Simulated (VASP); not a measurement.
# BaBe3: relaxation of cell and atoms with PBE

The system is BaBe3.

```
Ba Be
1.0
     0.00000    3.34702    3.34702
     3.34702    0.00000    3.34702
     3.34702    3.34702    0.00000
Ba Be
1 3
Direct
  0.00000 0.00000 0.00000
  0.50000 0.50000 0.50000
  0.25000 0.25000 0.25000
  0.75000 0.75000 0.75000
```

```yaml
Program: VASP 6.6.1
Task: relaxation of cell and atoms
Functional: PBE
Potentials_or_basis: VASP PAW PBE potentials, release 64 (Ba_sv, Be)
Cutoff: 600 eV
k_mesh: 12 × 12 × 12
Occupations: gaussian, width 0.1 eV
Spin: no spin polarisation
Dipole_correction: no
Further_INCAR_settings: ALGO = Normal; EDIFF = 1e-07; IBRION = 2; EDIFFG = -0.01; NSW = 100; ISIF = 3
```

```yaml
Relaxed_volume: 18.78 Å³/atom
Relaxed_cell: a = 4.736 Å, b = 4.736 Å, c = 4.736 Å, α = 60.00°, β = 60.00°, γ = 60.00°
Space_group_after_relaxing_to_0.1_Å: Fm-3m (No. 225)
Energy_gained_by_relaxing: 0.0 meV/atom
Ionic_steps: 2
Pressure_after_relaxing: 0.0 GPa
Band_gap_on_the_k_mesh: zero (bands 8 and 9 overlap by 0.67 eV)
```

Final structure:
```cif
data_structure
_symmetry_space_group_name_H-M 'P 1'
_symmetry_Int_Tables_number 1
_cell_length_a 4.7359
_cell_length_b 4.7359
_cell_length_c 4.7359
_cell_angle_alpha 60.000
_cell_angle_beta 60.000
_cell_angle_gamma 60.000
_cell_volume 75.11
loop_
_atom_site_label
_atom_site_type_symbol
_atom_site_fract_x
_atom_site_fract_y
_atom_site_fract_z
_atom_site_occupancy
Ba1 Ba 0.00000 0.00000 0.00000 1
Be1 Be 0.50000 0.50000 0.50000 1
Be2 Be 0.25000 0.25000 0.25000 1
Be3 Be 0.75000 0.75000 0.75000 1
```

Levels at points of the mesh, in eV from the Fermi level:
| k point | band 5 | band 6 | band 7 | band 8 | band 9 | band 10 | band 11 | band 12 |
| --- | --- | --- | --- | --- | --- | --- | --- | --- |
| (0.00, 0.00, 0.00) | -5.62 | -0.55 | -0.55 | -0.55 | 1.70 | 1.95 | 1.95 | 1.95 |
| (0.50, 0.00, 0.00) | -3.68 | -2.53 | -0.81 | -0.81 | 1.54 | 2.86 | 3.06 | 3.06 |
| (0.50, 0.50, 0.00) | -3.56 | -2.10 | -1.59 | 0.31 | 0.31 | 3.37 | 3.37 | 3.41 |

Wall time 98 s on 1 thread of Intel(R) Xeon(R) Platinum 8488C (Sapphire Rapids), with other jobs on the host, peak memory 0.29 GiB.

Caveat: spin-orbit coupling is left out, which moves the levels of the heavy elements.
